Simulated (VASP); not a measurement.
# TaPbO4 (F-43m) in VASP: notebook

TaPbO4 is run at these levels: PBE; tasks: single point.

Everything below comes from runs of VASP 6.6.1. Logs are shortened: lines on timing, memory, paths and dates and some standing lists are left out, and cuts for length are marked.

## 1. The cell of the first run

Symmetry: F-43m, No. 216, cubic system. The conventional cell has a = 6.572 Å, b = 6.572 Å, c = 6.572 Å, α = 90.00°, β = 90.00°, γ = 90.00°. Within 3.6 Å of Ta (site symmetry -43m) lie 12 O at 2.72 Å and 4 Pb at 2.85 Å. Pb (site symmetry -43m) has 12 O at 2.73 Å and 4 Ta at 2.85 Å within 3.6 Å. Within 3.0 Å of O (site symmetry 3m) lie 6 O at 2.29 to 2.35 Å and 3 Ta at 2.72 Å and 3 Pb at 2.73 Å.

## 2. Single point, PBE, collinear spin, ferromagnetic start

Input file INCAR:

```
PREC = Accurate
ENCUT = 600
EDIFF = 1E-6
ISMEAR = 0
SIGMA = 0.1
LREAL = False
LASPH = True
NELM = 200
ALGO = Normal
ISIF = 2
LWAVE = False
LCHARG = True
ISPIN = 2
MAGMOM = 1 0 0 0 0 0
LORBIT = 11
LMAXMIX = 4
GGA = PE
LELF = True
LVHAR = True
NBANDS = 38
GGA_COMPAT = False
```

Input file KPOINTS:

```
Automatic mesh
0
Gamma
  4 4 4
```

Input file POSCAR:

```
TaPbO4
1.0
    0.0000000000      3.2859272129      3.2859272129
    3.2859272129      0.0000000000      3.2859272129
    3.2859272129      3.2859272129      0.0000000000
Ta Pb O
1 1 4
Direct
    0.7500000000      0.7500000000      0.7500000000
    0.0000000000      0.0000000000      0.0000000000
    0.8700771947      0.3766409351      0.3766409351
    0.3766409351      0.3766409351      0.3766409351
    0.3766409351      0.8700771947      0.3766409351
    0.3766409351      0.3766409351      0.8700771947
```

Potentials or basis: VASP PAW PBE potentials, release 64 (Ta_pv, Pb_d, O).

Launch:

```sh
$ cat potpaw_PBE.64/Ta_pv/POTCAR potpaw_PBE.64/Pb_d/POTCAR potpaw_PBE.64/O/POTCAR > POTCAR
$ mpirun -np 1 vasp_std > vasp.out
```

OUTCAR:

```text
PREC = Accurate
   ENCUT = 600
   EDIFF = 1E-6
   ISMEAR = 0
   LREAL = False
   LASPH = True
   NELM = 200
   ISIF = 2
   ISPIN = 2
   LORBIT = 11
   GGA = PE

 ion  position               nearest neighbor table
   1  0.750  0.750  0.750-   4 2.72   5 2.72   6 2.72   3 2.72   4 2.72   6 2.72   3 2.72   4 2.72
                             5 2.72   3 2.72   5 2.72   6 2.72   2 2.85   2 2.85   2 2.85   2 2.85
   2  0.000  0.000  0.000-   4 2.73   5 2.73   6 2.73   3 2.73   3 2.73   5 2.73   3 2.73   4 2.73
                             6 2.73   4 2.73   5 2.73   6 2.73   1 2.85   1 2.85   1 2.85   1 2.85
   3  0.870  0.377  0.377-   1 2.72   1 2.72   1 2.72   2 2.73   2 2.73   2 2.73
   4  0.377  0.377  0.377-   1 2.72   1 2.72   1 2.72   2 2.73   2 2.73   2 2.73
   5  0.377  0.870  0.377-   1 2.72   1 2.72   1 2.72   2 2.73   2 2.73   2 2.73
   6  0.377  0.377  0.870-   1 2.72   1 2.72   1 2.72   2 2.73   2 2.73   2 2.73

  LATTYP: Found a face centered cubic cell.
 ALAT       =     6.5718544258

  Lattice vectors:

 A1 = (   0.0000000000,   3.2859272129,   3.2859272129)
 A2 = (   3.2859272129,   0.0000000000,   3.2859272129)
 A3 = (   3.2859272129,   3.2859272129,   0.0000000000)

Analysis of symmetry for initial positions (statically):
=====================================================================
 Subroutine PRICEL returns:
 Original cell was already a primitive cell.

 Routine SETGRP: Setting up the symmetry group for a
 face centered cubic supercell.

 Subroutine GETGRP returns: Found 24 space group operations
 (whereof 24 operations were pure point group operations)
 out of a pool of 48 trial point group operations.

The static configuration has the point symmetry T_d .

Analysis of symmetry for dynamics (positions and initial velocities):
=====================================================================
 Subroutine PRICEL returns:
 Original cell was already a primitive cell.

 Routine SETGRP: Setting up the symmetry group for a
 face centered cubic supercell.

 Subroutine GETGRP returns: Found 24 space group operations
 (whereof 24 operations were pure point group operations)
 out of a pool of 48 trial point group operations.

The dynamic configuration has the point symmetry T_d .

Analysis of structural, dynamic, and magnetic symmetry:
=====================================================================
 Subroutine PRICEL returns:
 Original cell was already a primitive cell.

 Routine SETGRP: Setting up the symmetry group for a
 face centered cubic supercell.

 Subroutine GETGRP returns: Found 24 space group operations
 (whereof 24 operations were pure point group operations)
 out of a pool of 48 trial point group operations.

The overall configuration has the point symmetry T_d .

 Subroutine INISYM returns: Found 24 space group operations
 (whereof 24 operations are pure point group operations),
 and found     1 'primitive' translations

----------------------------------------------------------------------------------------

                                     Primitive cell

  volume of cell :      70.9584

  direct lattice vectors                    reciprocal lattice vectors
     0.000000000  3.285927213  3.285927213    -0.152164052  0.152164052  0.152164052
     3.285927213  0.000000000  3.285927213     0.152164052 -0.152164052  0.152164052
     3.285927213  3.285927213  0.000000000     0.152164052  0.152164052 -0.152164052

  length of vectors
     4.647002829  4.647002829  4.647002829     0.263555870  0.263555870  0.263555870

  position of ions in fractional coordinates (direct lattice)
     0.750000000  0.750000000  0.750000000
     0.000000000  0.000000000  0.000000000
     0.870077195  0.376640935  0.376640935
     0.376640935  0.376640935  0.376640935
     0.376640935  0.870077195  0.376640935
     0.376640935  0.376640935  0.870077195

  ion indices of the primitive-cell ions
   primitive index   ion index
                 1           1
                 2           2
                 3           3
                 4           4
                 5           5
                 6           6

----------------------------------------------------------------------------------------

 KPOINTS: Automatic mesh

[... 33 lines left out ...]
   number of dos      NEDOS =    301   number of ions     NIONS =      6
   total plane-waves  NPLWV =  64000
   dimension x,y,z NGX =    40 NGY =   40 NGZ =   40
   dimension x,y,z NGXF=    80 NGYF=   80 NGZF=   80
   ions per type =               1   1   4
   NGX,Y,Z   is equivalent  to a cutoff of  14.31, 14.31, 14.31 a.u.
   NGXF,Y,Z  is equivalent  to a cutoff of  28.62, 28.62, 28.62 a.u.
 SYSTEM =  unknown system
   PREC   = accura    normal or accurate (medium, high low for compatibility)
   ISTART =      0    job   : 0-new  1-cont  2-samecut
   ICHARG =      2    charge: 1-file 2-atom 10-const
   ISPIN  =      2    spin polarized calculation?
   LNONCOLLINEAR =      F non collinear calculations
   LSORBIT =      F    spin-orbit coupling
   LASPH  =      T    aspherical Exc in radial PAW
   ENCUT  =  600.0 eV  44.10 Ry    6.64 a.u.   9.28  9.28  9.28*2*pi/ulx,y,z
   NELM   =    200;   NELMIN=  2; NELMDL= -5     # of ELM steps
   EDIFF  = 0.1E-05   stopping-criterion for ELM
   LREAL  =      F    real-space projection
   EDIFFG = 0.1E-04   stopping-criterion for IOM
   NSW    =      0    number of steps for IOM
   IBRION =     -1    ionic relax: 0-MD 1-quasi-New 2-CG
   NFREE  =      0    steps in history (QN), initial steepest desc. (CG)
   ISIF   =      2    stress and relaxation
   ISYM   =      2    0-nonsym 1-usesym 2-fastsym
   POTIM  = 0.5000    time-step for ionic-motion
   TEBEG  =    0.0;   TEEND  =   0.0 temperature during run
   PSTRESS=    0.0 pullay stress
   NELECT =      49.0000    total number of electrons
   NUPDOWN=      -1.0000    fix difference up-down
   EMIN   =  10.00;   EMAX   =-10.00  energy-range for DOS
   EFERMI =   0.00;   METHOD = LEGACY
   ISMEAR =     0;   SIGMA  =   0.10  broadening in eV -4-tet -1-fermi 0-gaus
   EFERMI_NEDOS =   21; number of points for ismear=-14 and -15
   IALGO  =     38    algorithm
   IMIX   =      4    mixing-type and parameters
     AMIX     =   0.40;   BMIX     =  1.00
     AMIX_MAG =   1.60;   BMIX_MAG =  1.00
  volume/ion in A,a.u.               =      11.83        79.81
  Fermi-wavevector in a.u.,A,eV,Ry     =   1.447012  2.734457 28.488489  2.093845
  Thomas-Fermi vector in A             =   2.565016
   LORBIT       =     11    0 simple, 1 ext, 2 COOP (PROOUT), +10 PAW based schemes
   GGA     = PE    functional components
   LHFCALC =     F    Hartree Fock is set to
   AEXX    =    0.0000 exact exchange contribution
   IVDW    =     0    specifies the selected vdW correction
   LEPSILON=     F    determine dielectric tensor
   LRPA    =     F    only Hartree local field effects (RPA)
 spin polarized calculation
 Gauss-broadening in eV      SIGMA  =   0.10
  energy-cutoff  :      600.00
  volume of cell :       70.96
 maximum number of plane-waves:      2421
 NGX is ok and might be reduce to    40
   NGX = 19   NGY = 19   NGZ = 19

 number of electron      49.0000004 magnetization       0.3390106

 number of electron      49.0000004 magnetization      -0.0870062

 Free energy of the ion-electron system (eV)
  ---------------------------------------------------
  ext. energy  EPLUGINS =         0.00000000
  ---------------------------------------------------
  free energy    TOTEN  =       -30.35394676 eV

  energy without entropy =      -30.30802665  energy(sigma->0) =      -30.33098670

 E-fermi :   6.5054     XC(G=0): -12.1190

 val. band max:        6.4640988681   @ k =   0.5000   0.5000   0.0000
 cond. band min:       6.5060292266   @ k =   0.5000   0.5000   0.0000
 fundamental gap:      0.0419303585
 Fermi energy:         6.5053607650

 spin component 1

 k-point     1 :       0.0000    0.0000    0.0000
  band No.  band energies     occupation
      1     -29.7494      1.00000
      2     -29.7494      1.00000
      3     -29.7494      1.00000
      4     -13.2887      1.00000
      5     -10.7812      1.00000
      6     -10.7812      1.00000
[... 301 lines left out ...]
     35      18.0217      0.00000
     36      18.1947      0.00000
 Fermi energy:         6.5053607650

 spin component 2

 k-point     1 :       0.0000    0.0000    0.0000
  band No.  band energies     occupation
      1     -29.7951      1.00000
      2     -29.7951      1.00000
      3     -29.7951      1.00000
      4     -13.2845      1.00000
      5     -10.7825      1.00000
      6     -10.7825      1.00000
[... 301 lines left out ...]
     35      17.9864      0.00000
     36      18.1705      0.00000
 [bands above 36 left out]

------------------------ aborting loop because EDIFF is reached ----------------------------------------

  FORCE on cell =-STRESS in cart. coord.  units (eV):
  Direction    XX          YY          ZZ          XY          YZ          ZX
  --------------------------------------------------------------------------------------
  -------------------------------------------------------------------------------------
  Total       -0.8142176     -0.8142176     -0.8142176      0.0000000      0.0000000     -0.0000000
  in kB      -18.3843060    -18.3843060    -18.3843060      0.0000000      0.0000000     -0.0000000
  external PRESSURE =     -18.3843060 kB  Pullay stress =       0.0000000 kB

 VOLUME and BASIS-vectors are now :
 -----------------------------------------------------------------------------
  energy-cutoff  :      600.00
  volume of cell :       70.96
      direct lattice vectors                 reciprocal lattice vectors
     0.000000000  3.285927213  3.285927213    -0.152164052  0.152164052  0.152164052
     3.285927213  0.000000000  3.285927213     0.152164052 -0.152164052  0.152164052
     3.285927213  3.285927213  0.000000000     0.152164052  0.152164052 -0.152164052

 POSITION                                       TOTAL-FORCE (eV/Angst)
 -----------------------------------------------------------------------------------
      4.92889      4.92889      4.92889         0.000000      0.000000      0.000000
      0.00000      0.00000      0.00000         0.000000      0.000000      0.000000
      2.47523      4.09663      4.09663         0.050940     -0.050940     -0.050940
      2.47523      2.47523      2.47523         0.050940      0.050940      0.050940
      4.09663      2.47523      4.09663        -0.050940      0.050940     -0.050940
      4.09663      4.09663      2.47523        -0.050940     -0.050940      0.050940
 -----------------------------------------------------------------------------------
    total drift:                               -0.000000     -0.000000     -0.000000

  FREE ENERGIE OF THE ION-ELECTRON SYSTEM (eV)
  ---------------------------------------------------
  free  energy   TOTEN  =       -30.3539467569 eV

  energy  without entropy=      -30.3080266497  energy(sigma->0) =      -30.33098670

 total charge

# of ion       s       p       d       tot
------------------------------------------
    1        0.235   6.054   2.104   8.394
    2        1.378   0.741   9.878  11.998
    3        1.625   3.130   0.000   4.755
    4        1.625   3.130   0.000   4.755
    5        1.625   3.130   0.000   4.755
    6        1.625   3.130   0.000   4.755
--------------------------------------------------
tot          8.113  19.315  11.982  39.410

 magnetization (x)

# of ion       s       p       d       tot
------------------------------------------
    1       -0.001  -0.002  -0.067  -0.070
    2        0.001  -0.010  -0.002  -0.010
    3       -0.000   0.004   0.000   0.003
    4       -0.000   0.004   0.000   0.003
    5       -0.000   0.004   0.000   0.003
    6       -0.000   0.004   0.000   0.003
--------------------------------------------------
tot         -0.001   0.003  -0.068  -0.066
```

It took 59 s on 1 thread of Intel Xeon 6975P-C (Granite Rapids), shared host; peak memory 0.3 GiB.

What came out:

```
Free energy                                           : -30.3539 eV
Pressure                                              : -1.8 GPa
Largest force                                         : 0.088 eV/Å
Net moment                                            : -0.09 μB per cell
Site moments                                          : Ta -0.07; Pb -0.01; O +0.00 μB
Valence electrons inside the program's atomic spheres : Ta 8.39; Pb 12.00; O 4.75
```

Forces on the atoms (eV/Å):
```
Ta   0.000  0.000  0.000
Pb   0.000  0.000  0.000
O    0.051 -0.051 -0.051
O    0.051  0.051  0.051
O   -0.051  0.051 -0.051
O   -0.051 -0.051  0.051
```

Caveat: the k points lie up to 0.41 Å⁻¹ apart; spin-orbit coupling is left out, which moves the levels of the heavy elements.

## 3. Single point, PBE, collinear spin, ferromagnetic start

This run uses another cell than the first one, of 14.77 Å³/atom, 1.249 times its volume.

Input file INCAR:

```
SYSTEM = TaPbO4
PREC = Accurate
ENCUT = 600
EDIFF = 1E-6
ISMEAR = 0
SIGMA = 0.1
LREAL = .FALSE.
LASPH = .TRUE.
NELM = 200
ALGO = Normal
ISIF = 2
LWAVE = .FALSE.
LCHARG = .TRUE.
ISPIN = 2
MAGMOM = 1 0 0 0 0 0
LORBIT = 11
LMAXMIX = 4
GGA = PE
LELF = .TRUE.
LVHAR = .TRUE.
NBANDS = 38
GGA_COMPAT = .FALSE.
```

Input file KPOINTS:

```
Automatic mesh
0
G
  4 4 4
  0 0 0
```

Input file POSCAR:

```
TaPbO4
1.0
    0.0000000000      3.5387036600      3.5387036600
    3.5387036600      0.0000000000      3.5387036600
    3.5387036600      3.5387036600      0.0000000000
Ta Pb O
1 1 4
Direct
    0.7500000000      0.7500000000      0.7500000000
    0.0000000000      0.0000000000      0.0000000000
    0.8746970000      0.3751010000      0.3751010000
    0.3751010000      0.3751010000      0.3751010000
    0.3751010000      0.8746970000      0.3751010000
    0.3751010000      0.3751010000      0.8746970000
```

Potentials or basis: VASP PAW PBE potentials, release 64 (Ta_pv, Pb_d, O).

Launch:

```sh
$ cat potpaw_PBE.64/Ta_pv/POTCAR potpaw_PBE.64/Pb_d/POTCAR potpaw_PBE.64/O/POTCAR > POTCAR
$ mpirun -np 1 vasp_std > vasp.out
```

Wall time 60 s (1 thread of Intel Xeon 6975P-C (Granite Rapids), shared host); peak memory 0.31 GiB.

It converged, with:

```yaml
Free_energy: -28.9042 eV
Pressure: -20.3 GPa
Largest_force: 0.256 eV/Å
Net_moment: 0.00 μB per cell
Valence_electrons_inside_the_program's_atomic_spheres: Ta 8.24; Pb 11.83; O 4.68
```

Forces in eV/Å, atoms in the order of the input:
```
Ta   0.000  0.000  0.000
Pb   0.000  0.000  0.000
O    0.148 -0.148 -0.148
O    0.148  0.148  0.148
O   -0.148  0.148 -0.148
O   -0.148 -0.148  0.148
```

Levels at points of the mesh, in eV from the Fermi level:
Spin up:
```csv
k point,band 21,band 22,band 23,band 24,band 25,band 26,band 27,band 28
"(0.00, 0.00, 0.00)",-0.47,-0.47,-0.26,-0.26,-0.26,0.47,0.47,0.47
"(0.50, 0.00, 0.00)",-2.07,-1.51,-0.45,0.14,0.14,0.45,0.45,0.51
"(0.50, 0.50, 0.00)",-1.87,-1.75,-1.36,-0.18,-0.18,-0.01,0.23,0.23
```
Spin down:
| k point | band 20 | band 21 | band 22 | band 23 | band 24 | band 25 | band 26 | band 27 | band 28 | band 29 |
| --- | --- | --- | --- | --- | --- | --- | --- | --- | --- | --- |
| (0.00, 0.00, 0.00) | -0.47 | -0.47 | -0.47 | -0.26 | -0.26 | -0.26 | 0.47 | 0.47 | 0.47 | 1.59 |
| (0.50, 0.00, 0.00) | -2.07 | -2.07 | -1.51 | -0.45 | 0.14 | 0.14 | 0.45 | 0.45 | 0.51 | 1.11 |
| (0.50, 0.50, 0.00) | -1.87 | -1.87 | -1.75 | -1.36 | -0.18 | -0.18 | -0.01 | 0.23 | 0.23 | 1.07 |

Caveat: the k points lie up to 0.38 Å⁻¹ apart; spin-orbit coupling is left out, which moves the levels of the heavy elements.
